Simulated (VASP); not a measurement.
A run of VASP 6.6.1 is set up as follows.

File INCAR:

```
ALGO = Normal ; EDIFF = 1E-7
ENCUT = 520 ; GGA = PE
ISIF = 2 ; ISMEAR = 0
LASPH = True ; LCHARG = True
LELF = True ; LREAL = False
LVHAR = True ; LWAVE = False
NBANDS = 14 ; NELM = 80
PREC = Accurate ; SIGMA = 0.1
```

KPOINTS

```
k-points
0
Gamma
  6 6 6
```

POSCAR

```
Be2B3
1.0
    3.3108187090      0.0000000000      0.0000000000
   -1.6554093545      2.8672531094      0.0000000000
    0.0000000000      0.0000000000      3.7390043326
Be B
2 3
Direct
    0.6666666667      0.3333333333      0.5000000000
    0.3333333333      0.6666666667      0.0000000000
    0.0000000000      0.0000000000      0.7344940982
    0.0000000000      0.0000000000      0.2655059018
    0.6666666667      0.3333333333      0.0000000000
```

Potentials or basis: VASP PAW PBE potentials, release 64 (Be, B).

Command:

```console
$ cat potpaw_PBE.64/Be/POTCAR potpaw_PBE.64/B/POTCAR > POTCAR
$ mpirun -np 1 vasp_std > vasp.out
```

(1) What does it give for the pressure?

## Answers

(1) 0.1 GPa.

Caveat: the k points lie up to 0.37 Å⁻¹ apart.
